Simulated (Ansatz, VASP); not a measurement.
## Two plane-wave programs on TiTe2

```
Ti Te
1.0
     3.69725    0.00000    0.00000
    -1.84862    3.20191    0.00000
     0.00000    0.00000    6.38895
Ti Te
1 2
Direct
  0.00000 0.00000 0.00000
  0.66667 0.33333 0.27114
  0.33333 0.66667 0.72886
```

Alike in both runs: functional PBE; dispersion D3(BJ); k mesh 15 × 15 × 8; occupations fermi-dirac, width 0.15 eV; no spin polarisation.

Ansatz relaxed the structure, and its values are those at the end. VASP's run is a single point on that final structure, the one shown.

|  | VASP | Ansatz |
| --- | --- | --- |
| version | VASP 6.6.1 | Ansatz 0.2.0 |
| potentials or method | VASP PAW PBE potentials, release 64 (Ti_sv, Te), cutoff 520 eV | scalar-relativistic, plane waves, PAW |
| valence electrons in the cell | 24 | 44 |

Ansatz gave:

- gap on the k mesh at the Fermi level (eV): none
- pressure (GPa): 0.0
- rms of the force components (eV/Å): 0.000

Problem. Estimate VASP's values.

Solution. gap on the k mesh at the Fermi level (eV): none; pressure (GPa): 0.0; rms of the force components (eV/Å): 0.006.

A gap of «none» marks a metal or a gap that the smearing closes. VASP's potentials hold 24 valence electrons a cell and Ansatz's 44, so a difference there can come from the potentials and not from the codes.

Neither program's run includes spin-orbit coupling.
